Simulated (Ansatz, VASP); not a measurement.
# Hg: VASP beside Ansatz

```
CELL_PARAMETERS angstrom
1.87786 1.08418 2.15473
-1.87786 1.08418 2.15473
0.00000 -2.16837 2.15473
ATOMIC_POSITIONS crystal
Hg 0.00000 0.00000 0.00000
```

Alike in both runs: task single point; functional r2SCAN; k mesh 5 × 5 × 5; occupations fermi-dirac, width 0.1 eV; no spin polarisation.

```csv
,VASP,Ansatz
version,VASP 6.6.1,Ansatz 0.2.0
potentials or method,"VASP PAW PBE potentials, release 64 (Hg), cutoff 520 eV","plane waves (500 eV) with PAW, scalar-relativistic"
valence electrons in the cell,12,20
```

|  | VASP | Ansatz | Ansatz less VASP |
| --- | --- | --- | --- |
| pressure (GPa) | 1.4 | 1.0 | -0.37 |
| traceless stress, the component that is largest in VASP (GPa) | -1.92 | -2.08 | -0.153 |

VASP's potentials were made for PBE, not for r2SCAN. The functional is the same, so the differences come from potentials, cutoffs and numerics. VASP's potentials hold 12 valence electrons a cell and Ansatz's 20, so a difference there can come from the potentials and not from the codes.

The k mesh is coarse, so the values compare programs but aren't converged. Spin-orbit coupling is off throughout.
